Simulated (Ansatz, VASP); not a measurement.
MgS: VASP beside Ansatz

```
Mg S
1.0
     0.00000    2.82589    2.82589
     2.82589    0.00000    2.82589
     2.82589    2.82589    0.00000
Mg S
1 1
Direct
  0.00000 0.00000 0.00000
  0.25000 0.25000 0.25000
```

Alike in both runs: task single point; functional PBEsol; k mesh 8 × 8 × 8; occupations gaussian, width 0.02 eV; no spin polarisation.

```csv
,VASP,Ansatz
version,VASP 6.6.1,Ansatz 0.2.0
potentials or method,"VASP PAW PBE potentials, release 64 (Mg, S), cutoff 600 eV","scalar-relativistic, plane waves, PAW"
valence electrons in the cell,8,16
```

```csv
,VASP,Ansatz,Ansatz less VASP
gap on the k mesh at the Fermi level (eV),3.32,3.32,-0.003
least direct gap on the mesh (eV),3.32,3.32,-0.003
pressure (GPa),-0.1,0.0,+0.07
```

VASP's potentials were made for PBE, not for PBEsol. VASP's potentials hold 8 valence electrons a cell and Ansatz's 16, so a difference there can come from the potentials and not from the codes.
